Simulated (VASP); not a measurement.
Input of a VASP 6.6.1 run:

Contents of INCAR:

```
SYSTEM = HfB
ALGO = Normal
EDIFF = 1E-7
ENCUT = 520
GGA = PE
ISIF = 2
ISMEAR = 0
LASPH = .True.
LCHARG = .False.
LREAL = .False.
LWAVE = .False.
NBANDS = 14
NELM = 80
PREC = Accurate
SIGMA = 0.15
```

The input KPOINTS:

```
k-points
0
Gamma
  20 20 20
  0 0 0
```

File POSCAR:

```
HfB
1.0
    0.0000000000      2.1737932267      2.6085518721
    2.1737932267      0.0000000000      2.6085518721
    2.1737932267      2.1737932267      0.0000000000
Hf B
1 1
Direct
    0.5000000000      0.5000000000      0.5000000000
    0.0000000000      0.0000000000      0.0000000000
```

Potentials or basis: VASP PAW PBE potentials, release 64 (Hf_pv, B).

Command:

```console
$ cat potpaw_PBE.64/Hf_pv/POTCAR potpaw_PBE.64/B/POTCAR > POTCAR
$ mpirun -np 1 vasp_std > vasp.out
```

(1) Estimate the pressure.

Answers

(1) 42.2 GPa.
